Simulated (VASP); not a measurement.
**HfO2: relaxation of cell and atoms with RPBE**

Crystal: HfO2.

```xyz
6
Lattice="3.7540 0.0000 0.0000 0.0000 3.7540 0.0000 0.0000 0.0000 5.4169" Properties=species:S:1:pos:R:3 pbc="T T T"
O     0.0000    1.8770    1.0888
O     0.0000    1.8770    3.7973
O     1.8770    0.0000    1.6197
O     1.8770    0.0000    4.3281
Hf    0.0000    0.0000    0.0000
Hf    1.8770    1.8770    2.7085
```

```yaml
Program: VASP 6.6.1
Task: relaxation of cell and atoms
Functional: RPBE
Potentials_or_basis: VASP PAW PBE potentials, release 64 (O, Hf_pv)
Cutoff: 600 eV
k_mesh: 5 × 5 × 4, shifted
Occupations: fermi-dirac, width 0.1 eV
Spin: no spin polarisation
Dipole_correction: no
Further_INCAR_settings: ALGO = Normal; EDIFF = 1e-07; IBRION = 2; EDIFFG = -0.01; NSW = 60; ISIF = 3
```

The relaxed volume is 11.52 Å³/atom. The relaxed cell is a = 3.612 Å, b = 3.612 Å, c = 5.297 Å, α = 90.00°, β = 90.00°, γ = 90.00°, the space group after relaxing (to 0.1 Å) is P4_2/nmc (No. 137) and the energy gained by relaxing is 102.0 meV/atom. The ionic steps are 12, the pressure after relaxing is -0.1 GPa and the largest force after relaxing is 0.010 eV/Å. The band gap on the k mesh is 5.14 eV.

Forces in eV/Å, atoms in the order of the input:
```
O    0.000  0.000 -0.010
O    0.000  0.000 -0.010
O    0.000  0.000  0.010
O    0.000  0.000  0.010
Hf   0.000  0.000  0.000
Hf   0.000  0.000  0.000
```

Step by step:
```
step  energy change (eV)  largest force (eV/Å)  pressure (GPa)  volume (Å³)
   1              0.0000                0.6156          -20.68        76.34
   2              0.4923                0.7993           43.96        59.59
   3             -0.5960                0.1677           -0.71        68.53
   4             -0.5967                0.1515           -0.03        68.32
   5             -0.5966                0.1395            0.53        68.16
   6             -0.6002                0.1144            0.61        68.24
   7             -0.6070                0.0336            0.78        68.48
   8             -0.6011                0.1541            1.31        68.96
   9             -0.6081                0.0146            0.90        68.61
  10             -0.6108                0.0062           -0.06        68.99
  11             -0.6111                0.0167           -0.53        69.19
  12             -0.6118                0.0097           -0.08        69.11
```

Final structure:
```xyz
6
Lattice="3.6120 0.0000 0.0000 0.0000 3.6120 0.0000 0.0000 0.0000 5.2970" Properties=species:S:1:pos:R:3 pbc="T T T"
O     3.6120    1.8060    1.0069
O     3.6120    1.8060    3.6554
O     1.8060    0.0000    1.6415
O     1.8060    3.6120    4.2900
Hf    0.0000    0.0000    0.0000
Hf    1.8060    1.8060    2.6485
```

Levels at points of the mesh, in eV from the valence-band top:
```csv
k point,band 18,band 19,band 20,band 21,band 22,band 23,band 24,band 25,band 26
"(0.10, 0.10, 0.12)",-1.27,-0.84,-0.44,-0.16,0.00,5.14,5.15,6.02,6.07
```

It took 3.6 min on 1 thread of AMD EPYC 7R13, on a shared host, peak memory 0.19 GiB.

Caveat: the PAW data sets were made with another functional, which shifts forces and pressure a little; spin-orbit coupling is left out, which moves the levels of the heavy elements; a shifted mesh leaves out Γ, where band edges can lie. A k mesh can miss the band edges.
